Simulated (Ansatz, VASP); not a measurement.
**MgF2 in VASP and in Ansatz**

```xyz
6
Lattice="4.5560 0.0000 0.0000 0.0000 4.5560 0.0000 0.0000 0.0000 3.0121" Properties=species:S:1:pos:R:3 pbc="T T T"
Mg    0.0000    0.0000    0.0000
Mg    2.2780    2.2780    1.5061
F     1.3804    1.3804    0.0000
F     0.8977    3.6584    1.5061
F     3.1757    3.1757    0.0000
F     3.6584    0.8977    1.5061
```

Alike in both runs: functional LDA; k mesh 6 × 6 × 8; occupations gaussian, width 0.02 eV; no spin polarisation.

Ansatz relaxed the structure, and its values are those at the end. VASP's run is a single point on that final structure, the one shown.

|  | VASP | Ansatz |
| --- | --- | --- |
| version | VASP 6.6.1 | Ansatz 0.2.0 |
| potentials or method | VASP PAW LDA potentials, release 64 (Mg, F), cutoff 600 eV | scalar-relativistic, plane waves, PAW |
| valence electrons in the cell | 32 | 48 |

|  | VASP | Ansatz | Ansatz less VASP |
| --- | --- | --- | --- |
| gap on the k mesh at the Fermi level (eV) | 7.06 | 7.09 | +0.033 |
| least direct gap on the mesh (eV) | 7.06 | 7.09 | +0.033 |
| pressure (GPa) | -2.0 | 0.0 | +2.01 |
| rms of the force components (eV/Å) | 0.006 | 0.000 | -0.0058 |

LDA's correlation is that of Perdew and Zunger in VASP and of Perdew and Wang (1992) in Ansatz. VASP's potentials hold 32 valence electrons a cell and Ansatz's 48, so a difference there can come from the potentials and not from the codes.
